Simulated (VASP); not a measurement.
HgTe:

```
Hg Te
1.0
     0.00000    3.04345    3.04345
     3.04345    0.00000    3.04345
     3.04345    3.04345    0.00000
Hg Te
1 1
Direct
  0.00000 0.00000 0.00000
  0.50000 0.50000 0.50000
```

Base run:

```yaml
Program: VASP 6.6.1
Functional: PBE
Potentials_or_basis: VASP PAW PBE potentials, release 64 (Hg, Te)
Cutoff: 520 eV
k_mesh: 6 × 6 × 6
Occupations: fermi-dirac, width 0.02 eV
Spin: no spin polarisation
```

Its results: band gap on the k mesh zero (bands 9 and 10 overlap by 2.56 eV); pressure 1.3 GPa.

The run is repeated on the same cell with these changes: functional from PBE to PBE-based screened hybrid with 10 % exact exchange; k mesh from 6 × 6 × 6 to 4 × 4 × 4. What comes out?

Band gap on the k mesh zero (bands 9 and 10 overlap by 2.71 eV); pressure 2.0 GPa.

Several settings changed at once.

Caveats: some runs use coarse meshes; spin-orbit coupling is left out, which moves the levels of the heavy elements; the PAW data sets were made with another functional, which shifts forces and pressure a little (at least some runs).
